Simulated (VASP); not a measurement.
A run of VASP 6.6.1:

INCAR

```
  ALGO = Normal
  EDIFF = 1E-6
  ENCUT = 520
  GGA = PE
  ISIF = 2
  ISMEAR = 0
  LASPH = True
  LCHARG = False
  LREAL = False
  LWAVE = False
  NBANDS = 17
  NELM = 80
  PREC = Accurate
  SIGMA = 0.01
```

File KPOINTS:

```
k-points
0
Gamma
  6 6 6
```

File POSCAR:

```
PbS
1.0
    0.0000000000      3.3887526272      3.3887526272
    3.3887526272      0.0000000000      3.3887526272
    3.3887526272      3.3887526272      0.0000000000
Pb S
1 1
Direct
    0.0000000000      0.0000000000      0.0000000000
    0.2500000000      0.2500000000      0.2500000000
```

Potentials or basis: VASP PAW PBE potentials, release 64 (Pb_d, S).

Run with:

```bash
$ cat potpaw_PBE.64/Pb_d/POTCAR potpaw_PBE.64/S/POTCAR > POTCAR
$ mpirun -np 1 vasp_std > vasp.out
```

Hardware: 1 thread of Intel(R) Xeon(R) Platinum 8488C (Sapphire Rapids) (shared host).

Estimate the wall time of this run.

Wall time 17 s on 1 thread of Intel(R) Xeon(R) Platinum 8488C (Sapphire Rapids), with other jobs on the host, peak memory 0.2 GiB. Counts: scf iterations 14, k points 16.
